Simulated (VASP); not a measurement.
# Cu16F in VASP: single point with PBE+D3(BJ)

Aim: the single point of Cu16F with PBE+D3(BJ).

Program: VASP 6.6.1. These are calculated values, not measurements. Logs are shortened: lines on timing, memory, paths and dates and some standing lists are left out, and cuts for length are marked.

## 1. The cell of the first run

The cell holds a slab with vacuum, 17 atoms: a = 5.105 Å, b = 5.105 Å, c = 21.915 Å, α = 90.00°, β = 90.00°, γ = 90.00°.

## 2. Single point, PBE+D3(BJ)

INCAR reads:

```
PREC = Accurate ; ENCUT = 520
EDIFF = 1E-6 ; ISMEAR = 1
SIGMA = 0.1 ; LREAL = False
LASPH = True ; NELM = 120
ALGO = Normal ; ISIF = 2
LWAVE = False ; LCHARG = False
GGA = PE ; IVDW = 12
NBANDS = 106 ; GGA_COMPAT = False
NELMDL = -8
```

KPOINTS reads:

```
regular mesh
0
Gamma
  2 2 1
```

POSCAR reads:

```
Cu16F
1.0
    5.1053109602      0.0000000000      0.0000000000
    0.0000000000      5.1053109602      0.0000000000
    0.0000000000      0.0000000000     21.9150000000
Cu F
16 1
Direct
    0.2500000000      0.2500000000      0.1140771200
    0.7500000000      0.2500000000      0.1140771200
    0.2500000000      0.7500000000      0.1140771200
    0.7500000000      0.7500000000      0.1140771200
    0.0000000000      0.0000000000      0.1964407900
    0.5000000000      0.0000000000      0.1964407900
    0.0000000000      0.5000000000      0.1964407900
    0.5000000000      0.5000000000      0.1964407900
    0.2499901300      0.2443633300      0.2781527100
    0.7499787800      0.2485109100      0.2772678800
    0.2499805100      0.7557089600      0.2781608300
    0.7499867900      0.7515346600      0.2772721800
    0.0074724100     -0.0000267300      0.3603727300
    0.4923612800      0.0001215200      0.3603740000
    0.0024580900      0.4999891500      0.3546616600
    0.4975495800      0.5001025300      0.3546610700
   -0.2501156900      0.0006441100      0.4270011500
```

Potentials or basis: VASP PAW PBE potentials, release 64 (Cu, F).

Run with:

```bash
$ cat potpaw_PBE.64/Cu/POTCAR potpaw_PBE.64/F/POTCAR > POTCAR
$ mpirun -np 1 vasp_std > vasp.out
```

OUTCAR:

```text
PREC = Accurate
   ENCUT = 520
   EDIFF = 1E-6
   ISMEAR = 1
   LREAL = False
   LASPH = True
   NELM = 120
   ISIF = 2
   GGA = PE
   IVDW = 12
   NELMDL = -8
 IVDW          = 12

 ion  position               nearest neighbor table
   1  0.250  0.250  0.114-   5 2.55   6 2.55   7 2.55   8 2.55   2 2.55   3 2.55   3 2.55   2 2.55

   2  0.750  0.250  0.114-   5 2.55   6 2.55   7 2.55   8 2.55   1 2.55   4 2.55   4 2.55   1 2.55

   3  0.250  0.750  0.114-   5 2.55   6 2.55   7 2.55   8 2.55   1 2.55   4 2.55   1 2.55   4 2.55

   4  0.750  0.750  0.114-   5 2.55   6 2.55   7 2.55   8 2.55   2 2.55   3 2.55   2 2.55   3 2.55

   5  0.000  0.000  0.196-  12 2.53  10 2.53  11 2.53   9 2.53   1 2.55   2 2.55   3 2.55   4 2.55
                             6 2.55   7 2.55   7 2.55   6 2.55
   6  0.500  0.000  0.196-  12 2.53  10 2.53  11 2.53   9 2.53   1 2.55   2 2.55   3 2.55   4 2.55
                             5 2.55   8 2.55   8 2.55   5 2.55
   7  0.000  0.500  0.196-  10 2.53  12 2.53   3 2.55   4 2.55   1 2.55   2 2.55   5 2.55   8 2.55
                             5 2.55   8 2.55   9 2.56  11 2.56
   8  0.500  0.500  0.196-  10 2.53  12 2.53   3 2.55   4 2.55   1 2.55   2 2.55   6 2.55   7 2.55
                             6 2.55   7 2.55   9 2.56  11 2.56
   9  0.250  0.244  0.278-  15 2.47  16 2.47  11 2.49  14 2.52  13 2.52   5 2.53   6 2.53  10 2.55
                            10 2.55   7 2.56   8 2.56  11 2.61
  10  0.750  0.249  0.277-  15 2.49  16 2.49   6 2.53   5 2.53   8 2.53   7 2.53  12 2.54   9 2.55
                             9 2.55  12 2.57  14 2.58  13 2.58
  11  0.250  0.756  0.278-  16 2.47  15 2.47   9 2.49  13 2.52  14 2.52   5 2.53   6 2.53  12 2.55
                            12 2.55   7 2.56   8 2.56   9 2.61
  12  0.750  0.752  0.277-  16 2.49  15 2.49   6 2.53   5 2.53   8 2.53   7 2.53  10 2.54  11 2.55
                            11 2.55  10 2.57  13 2.58  14 2.58
  13  0.007  1.000  0.360-  17 1.97  14 2.48  11 2.52   9 2.52  15 2.56  15 2.56  12 2.58  10 2.58
                            14 2.63
  14  0.492  0.000  0.360-  17 1.96  13 2.48   9 2.52  11 2.52  16 2.56  16 2.56  10 2.58  12 2.58
                            13 2.63
  15  0.002  0.500  0.355-   9 2.47  11 2.47  10 2.49  12 2.49  16 2.53  13 2.56  13 2.56  16 2.58

  16  0.498  0.500  0.355-  11 2.47   9 2.47  12 2.49  10 2.49  15 2.53  14 2.56  14 2.56  15 2.58

  17  0.750  0.001  0.427-  14 1.96  13 1.97

  LATTYP: Found a simple tetragonal cell.
 ALAT       =     5.1053109602
 C/A-ratio  =     4.2925886730

  Lattice vectors:

 A1 = (   5.1053109602,   0.0000000000,   0.0000000000)
 A2 = (   0.0000000000,   5.1053109602,   0.0000000000)
 A3 = (   0.0000000000,   0.0000000000,  21.9150000000)

Analysis of symmetry for initial positions (statically):
=====================================================================
 Subroutine PRICEL returns:
 Original cell was already a primitive cell.

 Routine SETGRP: Setting up the symmetry group for a
 simple tetragonal supercell.

 Subroutine GETGRP returns: Found  1 space group operations
 (whereof  1 operations were pure point group operations)
 out of a pool of 16 trial point group operations.

The static configuration has the point symmetry C_1 .

Analysis of symmetry for dynamics (positions and initial velocities):
=====================================================================
 Subroutine PRICEL returns:
 Original cell was already a primitive cell.

 Routine SETGRP: Setting up the symmetry group for a
 simple tetragonal supercell.

 Subroutine GETGRP returns: Found  1 space group operations
 (whereof  1 operations were pure point group operations)
 out of a pool of 16 trial point group operations.

The dynamic configuration has the point symmetry C_1 .

 Subroutine INISYM returns: Found  1 space group operations
 (whereof  1 operations are pure point group operations),
 and found     1 'primitive' translations

----------------------------------------------------------------------------------------

                                     Primitive cell

  volume of cell :     571.1969

  direct lattice vectors                    reciprocal lattice vectors
     5.105310960  0.000000000  0.000000000     0.195874455  0.000000000  0.000000000
     0.000000000  5.105310960  0.000000000     0.000000000  0.195874455  0.000000000
     0.000000000  0.000000000 21.915000000     0.000000000  0.000000000  0.045630846

  length of vectors
     5.105310960  5.105310960 21.915000000     0.195874455  0.195874455  0.045630846

  position of ions in fractional coordinates (direct lattice)
     0.250000000  0.250000000  0.114077120
     0.750000000  0.250000000  0.114077120
     0.250000000  0.750000000  0.114077120
     0.750000000  0.750000000  0.114077120
     0.000000000  0.000000000  0.196440790
     0.500000000  0.000000000  0.196440790
[... 9 lines left out ...]
     0.497549580  0.500102530  0.354661070
     0.749884310  0.000644110  0.427001150

  ion indices of the primitive-cell ions
   primitive index   ion index
                 1           1
                 2           2
                 3           3
                 4           4
                 5           5
                 6           6
[... 9 lines left out ...]
                16          16
                17          17

----------------------------------------------------------------------------------------

 KPOINTS: regular mesh

Automatic generation of k-mesh.
 Grid dimensions read from file:
 generate k-points for:    2    2    1

 Generating k-lattice:

  Cartesian coordinates                     Fractional coordinates (reciprocal lattice)
     0.097937227  0.000000000  0.000000000     0.500000000  0.000000000  0.000000000
     0.000000000  0.097937227  0.000000000     0.000000000  0.500000000  0.000000000
     0.000000000  0.000000000  0.045630846     0.000000000  0.000000000  1.000000000

  Length of vectors
     0.097937227  0.097937227  0.045630846

  Shift w.r.t. Gamma in fractional coordinates (k-lattice)
     0.000000000  0.000000000  0.000000000

 Subroutine IBZKPT returns following result:
 ===========================================

 Found      4 irreducible k-points:

 Following reciprocal coordinates:
            Coordinates               Weight
  0.000000  0.000000  0.000000      1.000000
  0.500000  0.000000  0.000000      1.000000
  0.000000  0.500000  0.000000      1.000000
  0.500000  0.500000  0.000000      1.000000
   k-points           NKPTS =      4   k-points in BZ     NKDIM =      4   number of bands    NBANDS=    106
   number of dos      NEDOS =    301   number of ions     NIONS =     17
   total plane-waves  NPLWV = 268800
   dimension x,y,z NGX =    40 NGY =   40 NGZ =  168
   dimension x,y,z NGXF=    80 NGYF=   80 NGZF=  336
   ions per type =              16   1
   NGX,Y,Z   is equivalent  to a cutoff of  13.03, 13.03, 12.74 a.u.
   NGXF,Y,Z  is equivalent  to a cutoff of  26.05, 26.05, 25.49 a.u.
 SYSTEM =  unknown system
   PREC   = accura    normal or accurate (medium, high low for compatibility)
   ISTART =      0    job   : 0-new  1-cont  2-samecut
   ICHARG =      2    charge: 1-file 2-atom 10-const
   ISPIN  =      1    spin polarized calculation?
   LNONCOLLINEAR =      F non collinear calculations
   LSORBIT =      F    spin-orbit coupling
   LASPH  =      T    aspherical Exc in radial PAW
   ENCUT  =  520.0 eV  38.22 Ry    6.18 a.u.   9.49  9.49 40.75*2*pi/ulx,y,z
   NELM   =    120;   NELMIN=  2; NELMDL= -8     # of ELM steps
   EDIFF  = 0.1E-05   stopping-criterion for ELM
   LREAL  =      F    real-space projection
   EDIFFG = 0.1E-04   stopping-criterion for IOM
   NSW    =      0    number of steps for IOM
   IBRION =     -1    ionic relax: 0-MD 1-quasi-New 2-CG
   NFREE  =      0    steps in history (QN), initial steepest desc. (CG)
   ISIF   =      2    stress and relaxation
   ISYM   =      2    0-nonsym 1-usesym 2-fastsym
   POTIM  = 0.5000    time-step for ionic-motion
   TEBEG  =    0.0;   TEEND  =   0.0 temperature during run
   PSTRESS=    0.0 pullay stress
   NELECT =     183.0000    total number of electrons
   NUPDOWN=      -1.0000    fix difference up-down
   EMIN   =  10.00;   EMAX   =-10.00  energy-range for DOS
   EFERMI =   0.00;   METHOD = LEGACY
   ISMEAR =     1;   SIGMA  =   0.10  broadening in eV -4-tet -1-fermi 0-gaus
   EFERMI_NEDOS =   21; number of points for ismear=-14 and -15
   IALGO  =     38    algorithm
   IMIX   =      4    mixing-type and parameters
     AMIX     =   0.40;   BMIX     =  1.00
     AMIX_MAG =   1.60;   BMIX_MAG =  1.00
  volume/ion in A,a.u.               =      33.60       226.74
  Fermi-wavevector in a.u.,A,eV,Ry     =   1.120203  2.116876 17.073323  1.254854
  Thomas-Fermi vector in A             =   2.256847
   LORBIT       =      0    0 simple, 1 ext, 2 COOP (PROOUT), +10 PAW based schemes
   GGA     = PE    functional components
   LHFCALC =     F    Hartree Fock is set to
   AEXX    =    0.0000 exact exchange contribution
   IVDW    =    12    specifies the selected vdW correction
   LEPSILON=     F    determine dielectric tensor
   LRPA    =     F    only Hartree local field effects (RPA)
 non-spin polarized calculation
 Methfessel and Paxton  Order N= 1 SIGMA  =   0.10
  energy-cutoff  :      520.00
  volume of cell :      571.20
 maximum number of plane-waves:     15437
 NGX is ok and might be reduce to    40
   NGX = 19   NGY = 19   NGZ = 81

 number of electron     182.9999824 magnetization

 Free energy of the ion-electron system (eV)
  ---------------------------------------------------
  ext. energy  EPLUGINS =         0.00000000
  ---------------------------------------------------
  free energy    TOTEN  =       -58.87964163 eV

  energy without entropy =      -58.87630999  energy(sigma->0) =      -58.87853109

 E-fermi :  -0.6967     XC(G=0):  -5.1735

 val. band max:       -0.7617732627   @ k =   0.0000   0.0000   0.0000
 cond. band min:      -0.6447015446   @ k =   0.0000   0.0000   0.0000
 fundamental gap:      0.1170717181
 Fermi energy:        -0.6966977959

 k-point     1 :       0.0000    0.0000    0.0000
  band No.  band energies     occupation
      1     -23.6689      2.00000
      2      -9.7268      2.00000
      3      -7.9825      2.00000
      4      -6.3986      2.00000
      5      -6.1070      2.00000
      6      -5.9408      2.00000
[... 95 lines left out ...]
    102       3.1771      0.00000
    103       3.2021      0.00000

 k-point     2 :       0.5000    0.0000    0.0000
  band No.  band energies     occupation
      1     -23.6676      2.00000
      2      -8.3438      2.00000
      3      -8.2986      2.00000
      4      -6.8883      2.00000
      5      -6.8266      2.00000
      6      -6.0257      2.00000
[... 95 lines left out ...]
    102       3.0689      0.00000
    103       3.6694      0.00000

 k-point     3 :       0.0000    0.5000    0.0000
  band No.  band energies     occupation
      1     -23.6681      2.00000
      2      -8.3254      2.00000
      3      -8.3093      2.00000
      4      -6.9115      2.00000
      5      -6.8176      2.00000
      6      -6.0486      2.00000
[... 95 lines left out ...]
    102       3.3238      0.00000
    103       3.5861      0.00000

 k-point     4 :       0.5000    0.5000    0.0000
  band No.  band energies     occupation
      1     -23.6670      2.00000
      2      -7.1408      2.00000
      3      -7.0816      2.00000
      4      -7.0655      2.00000
      5      -7.0624      2.00000
      6      -6.2206      2.00000
[... 95 lines left out ...]
    102       4.6822      0.00000
    103       4.7816      0.00000
 [bands above 103 left out]

------------------------ aborting loop because EDIFF is reached ----------------------------------------

 Edisp (eV)   -6.65993

 E8    (eV) :    -2.9683

  FORCE on cell =-STRESS in cart. coord.  units (eV):
  Direction    XX          YY          ZZ          XY          YZ          ZX
  --------------------------------------------------------------------------------------
  -------------------------------------------------------------------------------------
  Total      -7.76358    -9.63024    -0.17661    -0.00023    -0.00267     0.00418
  in kB     -21.77642   -27.01232    -0.49539    -0.00064    -0.00748     0.01172
  external pressure =      -16.43 kB  Pullay stress =        0.00 kB

 VOLUME and BASIS-vectors are now :
 -----------------------------------------------------------------------------
  energy-cutoff  :      520.00
  volume of cell :      571.20
      direct lattice vectors                 reciprocal lattice vectors
     5.105310960  0.000000000  0.000000000     0.195874455  0.000000000  0.000000000
     0.000000000  5.105310960  0.000000000     0.000000000  0.195874455  0.000000000
     0.000000000  0.000000000 21.915000000     0.000000000  0.000000000  0.045630846

 POSITION                                       TOTAL-FORCE (eV/Angst)
 -----------------------------------------------------------------------------------
      1.27633      1.27633      2.50000         0.000021     -0.055543      0.207835
      3.82898      1.27633      2.50000        -0.000048     -0.036548      0.250985
      1.27633      3.82898      2.50000         0.000010      0.055520      0.207815
      3.82898      3.82898      2.50000        -0.000042      0.036535      0.250939
      0.00000      0.00000      4.30500        -0.092760      0.000243     -0.374001
      2.55266      0.00000      4.30500         0.092379      0.000098     -0.374023
[... 9 lines left out ...]
      2.54015      2.55318      7.77240        -0.043298      0.000163      0.152468
      3.82839      0.00329      9.35773         0.000919      0.000088      0.101643
 -----------------------------------------------------------------------------------
    total drift:                                0.000133     -0.000041     -0.000790

  FREE ENERGIE OF THE ION-ELECTRON SYSTEM (eV)
  ---------------------------------------------------
  free  energy   TOTEN  =       -65.5395668397 eV

  energy  without entropy=      -65.5362351959  energy(sigma->0) =      -65.53845629
```

It took 19 min on 1 thread of Oxide Virtual Turin-like, shared host; peak memory 0.59 GiB.

Results:

- Free energy: -65.5396 eV
- Largest force: 0.385 eV/Å
- Band gap on the k mesh: zero (an odd number of electrons rules out a gap without spin polarisation)
- Dispersion energy per atom: -0.392 eV

Forces in eV/Å, atoms in the order of the input:
```
Cu   0.000 -0.056  0.208
Cu   0.000 -0.037  0.251
Cu   0.000  0.056  0.208
Cu   0.000  0.037  0.251
Cu  -0.093  0.000 -0.374
Cu   0.092  0.000 -0.374
Cu   0.087  0.000 -0.264
Cu  -0.088  0.000 -0.264
Cu   0.000 -0.055 -0.058
Cu   0.000 -0.100 -0.026
Cu   0.000  0.054 -0.058
Cu   0.000  0.100 -0.026
Cu   0.097  0.000  0.060
Cu  -0.097 -0.001  0.059
Cu   0.043  0.000  0.152
Cu  -0.043  0.000  0.152
F    0.001  0.000  0.102
```

Levels at points of the mesh, in eV from the Fermi level:
```tsv
k point	band 88	band 89	band 90	band 91	band 92	band 93	band 94	band 95
(0.00, 0.00, 0.00)	-0.61	-0.56	-0.47	-0.47	-0.33	-0.07	-0.07	0.05
(0.50, 0.00, 0.00)	-1.43	-0.90	-0.53	0.50	0.51	0.60	0.62	1.59
(0.00, 0.50, 0.00)	-1.34	-1.01	-0.80	0.51	0.52	0.54	0.67	1.39
(0.50, 0.50, 0.00)	-1.55	-1.32	-1.25	-1.18	-0.71	0.22	0.34	0.49
```

Caveat: the k points lie up to 0.62 Å⁻¹ apart, too coarse for converged energies and pressures of a metal; there is no dipole correction, which matters where the two faces differ.

The gap in the log of VASP goes by the Fermi energy; the results here count the filled bands.